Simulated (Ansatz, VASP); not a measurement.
# Ir in VASP and in Ansatz

File INCAR:

```
SYSTEM = Ir
  ALGO = Normal
  EDIFF = 1E-6
  ENCUT = 520
  GGA = PS
  ISIF = 2
  ISMEAR = 0
  LASPH = .True.
  LCHARG = .False.
  LREAL = .False.
  LWAVE = .False.
  NBANDS = 10
  NELM = 100
  PREC = Accurate
  SIGMA = 0.15
```

KPOINTS

```
k-points
0
Gamma
  22 22 22
  0 0 0
```

POSCAR

```
Ir
1.0
    0.0000000000      1.9484955000      1.9772910000
    1.9484955000      0.0000000000      1.9772910000
    1.9484955000      1.9484955000      0.0000000000
Ir
1
Direct
    0.0000000000      0.0000000000      0.0000000000
```

Input for Ansatz:

```yaml
crystal:
  lattice:
    - [0.0, 1.9484955, 1.977291]
    - [1.9484955, 0.0, 1.977291]
    - [1.9484955, 1.9484955, 0.0]
  atoms:
    - { symbol: Ir, position: [0.0, 0.0, 0.0] }
basis:
  ecutwfc: 420
kpoints:
  mp_grid: { grid: [22, 22, 22] }
hamiltonian:
  xc: pbesol
scf:
  occupations: { method: gaussian, width: 0.15 }
output:
  forces: true
  stress: true
  eigenvalues: true
```

Change from the starting cell: strain +0.015 along x and y, +0.030 along z, atoms carried along.

Alike in both runs: task single point; functional PBEsol; k mesh 22 × 22 × 22; occupations gaussian, width 0.15 eV; no spin polarisation.

|  | VASP | Ansatz |
| --- | --- | --- |
| version | VASP 6.6.1 | Ansatz 0.2.0 |
| potentials or method | VASP PAW PBE potentials, release 64 (Ir), cutoff 520 eV | scalar-relativistic, plane waves, PAW |
| valence electrons in the cell | 9 | 17 |

VASP gave:

```
gap on the k mesh at the Fermi level (eV)                     : none
pressure (GPa)                                                : -21.0
traceless stress, the component that is largest in VASP (GPa) : -3.08
```

Estimate Ansatz's values.

gap on the k mesh at the Fermi level (eV): none; pressure (GPa): -21.6; traceless stress, the component that is largest in VASP (GPa): -3.09.

VASP's potentials were made for PBE, not for PBEsol. A gap of «none» marks a metal or a gap that the smearing closes. VASP's potentials hold 9 valence electrons a cell and Ansatz's 17, so a difference there can come from the potentials and not from the codes.

Spin-orbit coupling is off throughout.
